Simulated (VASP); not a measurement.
# Ga (C2/m) in VASP: electric field gradients with PBE

Aim: the electric field gradients of Ga with PBE.

Everything below comes from runs of VASP 6.6.1. Logs are shortened: lines on timing, memory, paths and dates and some standing lists are left out, and cuts for length are marked.

### 1 The cell of the first run

The structure is monoclinic, space group C2/m (No. 12). Conventional cell: a = 8.130 Å, b = 2.900 Å, c = 3.170 Å, α = 90.00°, β = 90.00°, γ = 90.00°. Within 3.5 Å of Ga (site symmetry m) lie 10 Ga at 2.63 to 3.17 Å.

### 2 Electric field gradients, PBE (atom 1 (Ga) moved by [0.0, 0.0, 0.08] A)

Input file INCAR:

```
PREC = Accurate
ENCUT = 520
EDIFF = 1E-8
ISMEAR = -1
SIGMA = 0.05
LREAL = F
LASPH = T
NELM = 100
ALGO = Normal
ISIF = 2
LWAVE = F
LCHARG = F
GGA = PE
LEFG = T
NBANDS = 20
```

Input file KPOINTS:

```
Automatic mesh
0
Gamma
  15 15 13
```

Input file POSCAR:

```
Ga
1.0
    1.4500000000     -4.0650000000      0.0000000000
    1.4500000000      4.0650000000      0.0000000000
    0.0000000000      0.0000000000      3.1700000000
Ga
2
Direct
    0.8670000000      0.1330000000      0.2752365931
    0.1330000000      0.8670000000      0.7500000000
```

Potentials or basis: VASP PAW PBE potentials, release 64 (Ga_d).

On the command line:

```bash
cat potpaw_PBE.64/Ga_d/POTCAR > POTCAR
mpirun -np 1 vasp_std > vasp.out
```

OUTCAR:

```text
PREC = Accurate
   ENCUT = 520
   EDIFF = 1E-8
   ISMEAR = -1
   LREAL = F
   LASPH = T
   NELM = 100
   ISIF = 2
   GGA = PE

 ion  position               nearest neighbor table
   1  0.867  0.133  0.275-   2 2.63   2 2.73   2 2.83   2 2.83   2 2.91   2 2.91
   2  0.133  0.867  0.750-   1 2.63   1 2.73   1 2.83   1 2.83   1 2.91   1 2.91

  LATTYP: Found a base centered orthorhombic cell.
 ALAT       =     2.9000000000
 B/A-ratio  =     2.8034482759
 C/A-ratio  =     1.0931034483

  Lattice vectors:

 A1 = (   1.4500000000,  -4.0650000000,   0.0000000000)
 A2 = (   1.4500000000,   4.0650000000,   0.0000000000)
 A3 = (   0.0000000000,   0.0000000000,   3.1700000000)

Analysis of symmetry for initial positions (statically):
=====================================================================
 Subroutine PRICEL returns:
 Original cell was already a primitive cell.

 Routine SETGRP: Setting up the symmetry group for a
 base centered orthorhombic supercell.

 Subroutine GETGRP returns: Found  4 space group operations
 (whereof  2 operations were pure point group operations)
 out of a pool of  8 trial point group operations.

The static configuration has the point symmetry C_1h.
 The point group associated with its full space group is C_2h.

Analysis of symmetry for dynamics (positions and initial velocities):
=====================================================================
 Subroutine PRICEL returns:
 Original cell was already a primitive cell.

 Routine SETGRP: Setting up the symmetry group for a
 base centered orthorhombic supercell.

 Subroutine GETGRP returns: Found  4 space group operations
 (whereof  2 operations were pure point group operations)
 out of a pool of  8 trial point group operations.

The dynamic configuration has the point symmetry C_1h.
 The point group associated with its full space group is C_2h.

 Subroutine INISYM returns: Found  4 space group operations
 (whereof  2 operations are pure point group operations),
 and found     1 'primitive' translations

----------------------------------------------------------------------------------------

                                     Primitive cell

  volume of cell :      37.3695

[... 122 lines left out ...]
 maximum number of plane-waves:      1025
   NGX = 17   NGY = 17   NGZ = 11

 number of electron      26.0000005 magnetization

 Free energy of the ion-electron system (eV)
  ---------------------------------------------------
  ext. energy  EPLUGINS =         0.00000000
  ---------------------------------------------------
  free energy    TOTEN  =        -5.75644713 eV

  energy without entropy =       -5.74951396  energy(sigma->0) =       -5.75298054

 E-fermi :   5.6429     XC(G=0): -11.0184

 val. band max:        5.6257937404   @ k =  -0.4667  -0.2000   0.3846
 cond. band min:       5.6430658048   @ k =   0.0667   0.0000   0.3846
 fundamental gap:      0.0172720644
 Fermi energy:         5.6428805034

 k-point     1 :       0.0000    0.0000    0.0000
  band No.  band energies     occupation
      1      -9.5494      2.00000
      2      -9.5293      2.00000
      3      -9.4512      2.00000
      4      -9.4416      2.00000
      5      -9.2627      2.00000
      6      -9.2250      2.00000
[... 541 lines left out ...]
     19      18.7296      0.00000
     20      20.2973      0.00000

 [... further k-points ...]

------------------------ aborting loop because EDIFF is reached ----------------------------------------

  FORCE on cell =-STRESS in cart. coord.  units (eV):
  Direction    XX          YY          ZZ          XY          YZ          ZX
  --------------------------------------------------------------------------------------
  -------------------------------------------------------------------------------------
  Total        0.0316465      0.5656056      0.6173715      0.0000000     -0.0511077      0.0000000
  in kB        1.3568078     24.2497044     26.4691091      0.0000000     -2.1911855      0.0000000
  external PRESSURE =      17.3585404 kB  Pullay stress =       0.0000000 kB

 VOLUME and BASIS-vectors are now :
 -----------------------------------------------------------------------------
  energy-cutoff  :      520.00
  volume of cell :       37.37
      direct lattice vectors                 reciprocal lattice vectors
     1.450000000 -4.065000000  0.000000000     0.344827586 -0.123001230  0.000000000
     1.450000000  4.065000000  0.000000000     0.344827586  0.123001230  0.000000000
     0.000000000  0.000000000  3.170000000     0.000000000  0.000000000  0.315457413

 POSITION                                       TOTAL-FORCE (eV/Angst)
 -----------------------------------------------------------------------------------
      1.45000     -2.98371      0.87250         0.000000      0.205162     -0.132970
      1.45000      2.98371      2.37750         0.000000     -0.205162      0.132970
 -----------------------------------------------------------------------------------
    total drift:                                0.000000      0.000002     -0.000237

  FREE ENERGIE OF THE ION-ELECTRON SYSTEM (eV)
  ---------------------------------------------------
  free  energy   TOTEN  =        -5.7564471331 eV

  energy  without entropy=       -5.7495139563  energy(sigma->0) =       -5.75298054

 Electric field gradients (V/A^2)
---------------------------------------------------------------------
 ion       V_xx      V_yy      V_zz      V_xy      V_xz      V_yz
---------------------------------------------------------------------
   1       7.143   -24.765    17.622    -0.000    -0.000    -0.012
   2       7.143   -24.766    17.623    -0.000     0.000    -0.012
---------------------------------------------------------------------

 Electric field gradients after diagonalization (V/A^2)
 (convention: |V_zz| > |V_xx| > |V_yy|)
----------------------------------------------------------------------
 ion       V_xx      V_yy      V_zz     asymmetry (V_yy - V_xx)/ V_zz
----------------------------------------------------------------------
   1      17.622     7.143   -24.765       0.423
   2      17.623     7.143   -24.766       0.423
----------------------------------------------------------------------

           NMR quadrupolar parameters

 Cq : quadrupolar parameter    Cq=e*Q*V_zz/h
 eta: asymmetry parameters     (V_yy - V_xx)/ V_zz
 Q  : nuclear electric quadrupole moment in mb (millibarn)
----------------------------------------------------------------------
 ion       Cq(MHz)       eta       Q (mb)
----------------------------------------------------------------------
   1      -0.060       0.423       1.000
   2      -0.060       0.423       1.000
----------------------------------------------------------------------
```

OSZICAR:

```text
N       E                     dE             d eps       ncg     rms          rms(c)
DAV:   1     0.130734351244E+03    0.13073E+03   -0.13236E+04 33048   0.246E+03
DAV:   2     0.549320158216E+01   -0.12524E+03   -0.12216E+03 32344   0.383E+02
DAV:   3    -0.564138883054E+01   -0.11135E+02   -0.11075E+02 35440   0.941E+01
DAV:   4    -0.580681170970E+01   -0.16542E+00   -0.16534E+00 35880   0.127E+01
DAV:   5    -0.580965738762E+01   -0.28457E-02   -0.28456E-02 35712   0.163E+00    0.139E+00
DAV:   6    -0.576625282617E+01    0.43405E-01   -0.84396E-02 42312   0.483E+00    0.725E-01
DAV:   7    -0.575736479850E+01    0.88880E-02   -0.17536E-02 45088   0.184E+00    0.196E-01
DAV:   8    -0.575642897679E+01    0.93582E-03   -0.23178E-03 33876   0.666E-01    0.199E-02
DAV:   9    -0.575644704799E+01   -0.18071E-04   -0.11522E-04 37080   0.111E-01    0.755E-03
DAV:  10    -0.575644735275E+01   -0.30477E-06   -0.68840E-06 35584   0.303E-02    0.192E-03
DAV:  11    -0.575644718727E+01    0.16548E-06   -0.80150E-07 36224   0.104E-02    0.651E-04
DAV:  12    -0.575644718681E+01    0.45475E-09   -0.11525E-07 38212   0.456E-03    0.146E-04
DAV:  13    -0.575644714523E+01    0.41587E-07   -0.85323E-09 21460   0.127E-03    0.704E-05
DAV:  14    -0.575644713408E+01    0.11149E-07   -0.19886E-09 17628   0.561E-04    0.179E-05
DAV:  15    -0.575644713306E+01    0.10150E-08   -0.58812E-10 16864   0.328E-04
   1 F= -.57564471E+01 E0= -.57529805E+01  d E =-.693318E-02
```

stdout:

```text
POSCAR found type information on POSCAR Ga
 POSCAR found :  1 types and       2 ions
 scaLAPACK will be used
 LDA part: xc-table for (Slater+PW92), standard interpolation
 POSCAR, INCAR and KPOINTS ok, starting setup
 FFT: planning ... GRIDC
 FFT: planning ... GRID_SOFT
 FFT: planning ... GRID
 WAVECAR not read
 entering main loop
ion   1

ion   2
```

Wall time 5.6 min (1 thread of Intel Xeon Platinum 8259CL at 2.50GHz (Skylake/Cascade Lake), shared host); peak memory 0.54 GiB.

Results:

| Property | Result |
| --- | --- |
| Free energy | -5.7564 eV |
| Pressure | 1.7 GPa |
| Largest force | 0.244 eV/Å |
| Band gap on the k mesh | zero (bands 13 and 14 overlap by 8.70 eV) |
| Largest electric field gradient by atom | Ga -24.8 V/Å² |

Forces on the atoms (eV/Å):
```
Ga   0.000  0.205 -0.133
Ga   0.000 -0.205  0.133
```

Electric field gradients, principal values (V/Å²):
| atom | least | middle | greatest (by size) |
| --- | --- | --- | --- |
| 1 Ga | 7.143 | 17.622 | -24.765 |
| 2 Ga | 7.143 | 17.623 | -24.766 |

Caveat: the cell differs from its parent crystal (atom 1 (Ga) moved by [0.0, 0.0, 0.08] A); without QUAD_EFG the Cq values of the log hold for a quadrupole moment of 1 mb, not for the nuclei.
